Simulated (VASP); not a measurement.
Here is a VASP 6.6.1 calculation.

Contents of INCAR:

```
SYSTEM = Fe
ALGO     = Fast           ! electronic algorithm
EDIFF    = 1E-6           ! SCF threshold, eV
ENCUT    = 520            ! plane-wave cutoff, eV
GGA      = PS             ! functional
ISIF     = 2              ! what is computed and relaxed
ISMEAR   = 0              ! smearing method
LASPH    = .TRUE.         ! aspherical terms in the spheres
LCHARG   = .FALSE.        ! write CHGCAR
LREAL    = .FALSE.        ! projectors in reciprocal space
LWAVE    = .FALSE.        ! write WAVECAR
NBANDS   = 15             ! bands
NELM     = 60             ! most SCF steps
PREC     = Accurate       ! precision mode
SIGMA    = 0.15           ! smearing width, eV
```

KPOINTS

```
k-points
0
G
  24 24 14
  0 0 0
```

File POSCAR:

```
Fe
1.0
    2.4341575853      0.0000000000      0.0000000000
   -1.2170787927      2.1080423057      0.0000000000
    0.0000000000      0.0000000000      3.8419344700
Fe
2
Direct
    0.3333333333      0.6666666667      0.2500000000
    0.6666666667      0.3333333333      0.7500000000
```

Potentials or basis: VASP PAW PBE potentials, release 64 (Fe).

The run is started by

```bash
$ cat potpaw_PBE.64/Fe/POTCAR > POTCAR
$ mpirun -np 1 vasp_std > vasp.out
```

(1) Estimate the band gap on the k mesh.

(2) Estimate the pressure.

Answers

(1) zero (bands 8 and 9 overlap by 1.97 eV).

(2) -1.6 GPa.

Caveat: the PAW data sets were made with another functional, which shifts forces and pressure a little; the run has no spin polarisation, though such a crystal can be magnetic.
